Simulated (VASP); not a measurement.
Input of a VASP 6.6.1 run:

INCAR

```
ALGO = Normal
EDIFF = 1E-6
EDIFFG = -0.04
ENCUT = 600
GGA = PE
IBRION = 2
ISIF = 3
ISMEAR = 0
LASPH = T
LCHARG = F
LREAL = F
LWAVE = F
NELM = 60
NSW = 90
PREC = Accurate
SIGMA = 0.1
```

The input KPOINTS:

```
k-points
0
Gamma
  6 6 1
```

POSCAR

```
Al5GaN6
1.0
    3.3419538300      0.0000000000      0.0000000000
   -1.6709769100      2.8942169100      0.0000000000
    0.0000000000      0.0000000000     16.3721632300
Al Ga N
5 1 6
Direct
    0.0000000000      0.0000000000      0.5000000000
    0.3333333300      0.6666666700      0.3333333300
    0.6666666700      0.3333333300      0.1666666700
    0.3333333300      0.6666666700      0.8333333300
    0.6666666700      0.3333333300      0.6666666700
    0.0000000000      0.0000000000      0.0000000000
    0.3333333300      0.6666666700      0.5833333300
    0.6666666700      0.3333333300      0.4166666700
    0.0000000000      0.0000000000      0.2500000000
    0.3333333300      0.6666666700      0.0833333300
    0.6666666700      0.3333333300      0.9166666700
    0.0000000000      0.0000000000      0.7500000000
```

Potentials or basis: VASP PAW PBE potentials, release 64 (Al, Ga_d, N).

The run is started by

```sh
$ cat potpaw_PBE.64/Al/POTCAR potpaw_PBE.64/Ga_d/POTCAR potpaw_PBE.64/N/POTCAR > POTCAR
$ mpirun -np 1 vasp_std > vasp.out
```

(1) Estimate the relaxed cell.

(2) Estimate the space group after relaxing (to 0.1 Å).

(3) What does it give for the relaxed volume?

Results:

(1) a = 2.901 Å, b = 2.901 Å, c = 14.218 Å, α = 90.00°, β = 90.00°, γ = 120.00°.

(2) P-3m1 (No. 164).

(3) 8.63 Å³/atom.

Caveat: the volume moved by over 15 % at a fixed basis, so the end points are rough.
